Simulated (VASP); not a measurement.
Input of a VASP 6.6.1 run:

Contents of INCAR:

```
SYSTEM = Co
PREC = Accurate
ENCUT = 520
EDIFF = 1E-7
ISMEAR = -1
SIGMA = 0.1
LREAL = .FALSE.
LASPH = .TRUE.
NELM = 100
ALGO = Normal
ISIF = 2
LWAVE = .FALSE.
LCHARG = .FALSE.
GGA = PE
NBANDS = 20
```

File KPOINTS:

```
Automatic mesh
0
G
  11 11 15
  0 0 0
```

File POSCAR:

```
Co
1.0
    3.7464921180      0.0000000000      0.0000000000
   -1.8732460590      3.2445573492      0.0000000000
    0.0000000000      0.0000000000      2.2964420767
Co
3
Direct
    0.0000000000      0.0000000000      0.0000000000
    0.3333333333      0.6666666667      0.5000000000
    0.6666666667      0.3333333333      0.5000000000
```

Potentials or basis: VASP PAW PBE potentials, release 64 (Co).

Command:

```console
$ cat potpaw_PBE.64/Co/POTCAR > POTCAR
$ mpirun -np 1 vasp_std > vasp.out
```

**Question.** Estimate the band gap on the k mesh.

**Answer.** Zero (an odd number of electrons rules out a gap without spin polarisation).

**Question.** What does it give for the pressure?

**Answer.** 39.4 GPa.

Stress tensor (GPa, compression positive):
```
40.11  0.00  0.00
 0.00 40.11  0.00
 0.00  0.00 38.06
```

Caveat: the cell stands under pressure; the run has no spin polarisation, though such a crystal can be magnetic. Spin polarisation is off, so any magnetic state and its effect on volume and gap are missing.
